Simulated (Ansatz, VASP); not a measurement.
# C in VASP and in Ansatz

```
C
1.0
     2.46498    0.00000    0.00000
    -1.23249    2.13474    0.00000
     0.00000    0.00000    7.27751
C
4
Direct
  0.00000 0.00000 0.00250
  0.00000 0.00000 0.50250
  0.33333 0.66667 0.00250
  0.66667 0.33333 0.50250
```

Change from the starting cell: strain +0.000 along x and y, +0.080 along z, atoms carried along.

Alike in both runs: task single point; functional PBE; dispersion D3(BJ); k mesh 24 × 24 × 8; occupations gaussian, width 0.15 eV; no spin polarisation.

```csv
,VASP,Ansatz
version,VASP 6.6.1,Ansatz 0.2.0
potentials or method,"VASP PAW PBE potentials, release 64 (C), cutoff 520 eV","scalar-relativistic, plane waves, PAW"
valence electrons in the cell,16,16
```

|  | VASP | Ansatz | Ansatz less VASP |
| --- | --- | --- | --- |
| gap on the k mesh at the Fermi level (eV) | none | none | - |
| pressure (GPa) | 0.0 | -0.4 | -0.40 |
| traceless stress, the component that is largest in VASP (GPa) | -1.63 | -1.13 | +0.503 |

A gap of «none» marks a metal or a gap that the smearing closes.
